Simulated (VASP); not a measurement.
Wanted: the native input for a VASP 6.6.1 run.

```yaml
Task: single point
Functional: PBEsol
Potentials_or_basis: VASP PAW PBE potentials, release 64 (Ti_sv, Ta_pv)
Cutoff: 500 eV
k_mesh: 3 × 3 × 3
Occupations: gaussian, width 0.01 eV
Spin: no spin polarisation
Dipole_correction: no
Further_INCAR_settings: ALGO = Normal; EDIFF = 1e-06; NBANDS = 32
```

The structure of TaTi3 lies in POSCAR:

```
TaTi3
1.0
    0.0000000000      3.2665280000      3.2665280000
    3.2665280000      0.0000000000      3.2665280000
    3.2665280000      3.2665280000      0.0000000000
Ti Ta
3 1
Direct
    0.2500000000      0.2500000000      0.2500000000
    0.7500000000      0.7500000000      0.7500000000
    0.5000000000      0.5000000000      0.5000000000
    0.0000000000      0.0000000000      0.0000000000
```

The input as run:

INCAR

```
PREC = Accurate
ENCUT = 500
EDIFF = 1E-6
ISMEAR = 0
SIGMA = 0.01
LREAL = F
LASPH = T
NELM = 120
ALGO = Normal
ISIF = 2
LWAVE = F
LCHARG = T
GGA = PS
LELF = T
LVHAR = T
NBANDS = 32
GGA_COMPAT = F
```

KPOINTS

```
regular mesh
0
Gamma
  3 3 3
```

Potentials or basis: VASP PAW PBE potentials, release 64 (Ti_sv, Ta_pv).

Run with:

```console
$ cat potpaw_PBE.64/Ti_sv/POTCAR potpaw_PBE.64/Ta_pv/POTCAR > POTCAR
$ mpirun -np 1 vasp_std > vasp.out
```

Results of the run:

| Quantity | Value |
| --- | --- |
| Pressure | -6.4 GPa |

Caveat: the k points lie up to 0.56 Å⁻¹ apart; the PAW data sets were made with another functional, which shifts forces and pressure a little.

Wall time 20 s on 1 thread of Intel Xeon 6975P-C, on a shared host, peak memory 0.2 GiB.
